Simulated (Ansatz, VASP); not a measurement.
# MgO: VASP beside Ansatz

```
Mg O
1.0
     2.93802    0.00000    0.00000
    -1.46901    2.54440    0.00000
     0.00000    0.00000    2.67968
Mg O
1 1
Direct
  0.00000 0.00000 0.00000
  0.33333 0.66667 0.50000
```

Alike in both runs: task single point; functional PBEsol; k mesh 12 × 12 × 6; no spin polarisation.

|  | VASP | Ansatz |
| --- | --- | --- |
| version | VASP 6.6.1 | Ansatz 0.2.0 |
| potentials or method | VASP PAW PBE potentials, release 64 (Mg, O), cutoff 520 eV | plane waves, PAW |
| occupations | gaussian, width 0.01 eV | fixed |
| valence electrons in the cell | 8 | 16 |

|  | VASP | Ansatz | Ansatz less VASP |
| --- | --- | --- | --- |
| gap on the k mesh at the Fermi level (eV) | 2.92 | 2.92 | +0.002 |

VASP's potentials were made for PBE, not for PBEsol. VASP's potentials hold 8 valence electrons a cell and Ansatz's 16, so a difference there can come from the potentials and not from the codes.
